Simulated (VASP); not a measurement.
Crystal: LiH.

```
CELL_PARAMETERS angstrom
0.85451 -3.34993 0.00000
0.85451 3.34993 0.00000
-0.85451 0.00000 3.34993
ATOMIC_POSITIONS crystal
Li 0.50000 0.50000 0.00000
Li 0.50000 0.50000 0.50000
H 0.00000 0.50000 0.50000
H 0.50000 0.00000 0.00000
```

The cell was generated, and may not be a known phase.

* Program: VASP 6.6.1
* Task: relaxation of cell and atoms
* Functional: PBE
* Potentials or basis: VASP PAW PBE potentials, release 64 (Li_sv, H)
* Cutoff: 600 eV
* k mesh: 10 × 10 × 10
* Occupations: gaussian, width 0.1 eV
* Spin: no spin polarisation

At the start: pressure 68.0 GPa; volume 4.79 Å³/atom.

Q: How do energy, volume and symmetry change on relaxing?

A: Over 9 steps the energy falls by 1427.3 meV/atom and the volume is 9.00 Å³/atom (+87.7 %); space group C2/c (No. 15, to 0.1 Å) before and after.

The path:
| step | energy change (eV) | largest force (eV/Å) | pressure (GPa) | volume (Å³) |
| --- | --- | --- | --- | --- |
| 1 | 0.0000 | 0.0000 | 67.96 | 19.18 |
| 2 | -3.2934 | 0.0000 | 27.14 | 25.16 |
| 3 | -5.5932 | 0.0000 | -2.44 | 37.76 |
| 4 | -5.6275 | 0.0000 | -3.52 | 39.51 |
| 5 | -5.6293 | 0.0000 | -3.74 | 39.97 |
| 6 | -5.6870 | 0.0000 | -2.14 | 38.40 |
| 7 | -5.6881 | 0.0000 | -1.88 | 38.18 |
| 8 | -5.7025 | 0.0000 | -1.15 | 37.12 |
| 9 | -5.7091 | 0.0000 | -0.22 | 36.01 |

Final structure:
```yaml
crystal:
  lattice:
    - [1.27082, -2.93880, 0.00534]
    - [1.27082, 2.93880, 0.00534]
    - [-1.25076, 0.00000, 4.81514]
  atoms:
    - { symbol: Li, position: [0.50000, 0.50000, 0.00000] }
    - { symbol: Li, position: [0.50000, 0.50000, 0.50000] }
    - { symbol: H, position: [0.00000, 0.50000, 0.50000] }
    - { symbol: H, position: [0.50000, 0.00000, 0.00000] }
```

Caveat: the k points lie up to 0.28 Å⁻¹ apart in the final cell; the cutoff is under 1.25 times the usual one of these potentials, so pressure, stress and relaxed cells hold a basis-set (Pulay) error; the volume moved by over 15 % at a fixed basis, so the end points are rough.
